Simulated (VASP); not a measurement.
A run of VASP 6.6.1 is set up as follows.

The input INCAR:

```
SYSTEM = Y
  PREC = Accurate
  ENCUT = 520
  EDIFF = 1E-6
  ISMEAR = -1
  SIGMA = 0.1
  LREAL = .FALSE.
  LASPH = .TRUE.
  NELM = 80
  ALGO = Normal
  ISIF = 2
  LWAVE = .FALSE.
  LCHARG = .FALSE.
  GGA = PS
  NBANDS = 30
```

Contents of KPOINTS:

```
regular mesh
0
G
  12 12 3
  0 0 0
```

File POSCAR:

```
Y
1.0
    3.4469387864      0.0000000000      0.0000000000
   -1.7234693932      2.9851365543      0.0000000000
    0.0000000000      0.0000000000     11.0758016751
Y
4
Direct
    0.0000000000      0.0000000000      0.0000000000
    0.0000000000      0.0000000000      0.5000000000
    0.3333333333      0.6666666667      0.2500000000
    0.6666666667      0.3333333333      0.7500000000
```

Potentials or basis: VASP PAW PBE potentials, release 64 (Y_sv).

Command:

```sh
$ cat potpaw_PBE.64/Y_sv/POTCAR > POTCAR
$ mpirun -np 1 vasp_std > vasp.out
```

(1) What does it give for the band gap on the k mesh?

(2) Predict the pressure.

Answers

(1) zero (band 22 reaches 4.62 eV, above the bottom of band 23 at 3.23 eV).

(2) 3.8 GPa.

Caveat: the PAW data sets were made with another functional, which shifts forces and pressure a little.
